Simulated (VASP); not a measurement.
A run of VASP 6.6.1 is set up as follows.

Contents of INCAR:

```
PREC = Accurate ; ENCUT = 520
EDIFF = 1E-7 ; ISMEAR = 0
SIGMA = 0.15 ; LREAL = F
LASPH = T ; NELM = 100
ALGO = Normal ; ISIF = 2
LWAVE = F ; LCHARG = F
GGA = PS ; NBANDS = 18
```

Contents of KPOINTS:

```
Automatic mesh
0
Gamma
  14 14 14
```

POSCAR

```
BiTe
1.0
    0.0000000000      3.2350000000      3.2350000000
    3.2350000000      0.0000000000      3.2350000000
    3.2350000000      3.2350000000      0.0000000000
Bi Te
1 1
Direct
   -0.0038639876      0.0038639876      0.0038639876
    0.5000000000      0.5000000000      0.5000000000
```

Potentials or basis: VASP PAW PBE potentials, release 64 (Bi_d, Te).

Launch:

```bash
$ cat potpaw_PBE.64/Bi_d/POTCAR potpaw_PBE.64/Te/POTCAR > POTCAR
$ mpirun -np 1 vasp_std > vasp.out
```

Question: What does it give for the pressure?

Answer: -1.7 GPa.

Question: Estimate the largest force.

Answer: 0.057 eV/Å.

Question: What does it give for the band gap on the k mesh?

Answer: Zero (an odd number of electrons rules out a gap without spin polarisation).

Forces on the atoms (eV/Å):
```
Bi  -0.057  0.000  0.000
Te   0.057  0.000  0.000
```

Caveat: the cell differs from its parent crystal (all Bi atoms moved +0.025 Å, as atom 1 along Cartesian [1 0 0]); the PAW data sets were made with another functional, which shifts forces and pressure a little; spin-orbit coupling is left out, which moves the levels of the heavy elements.
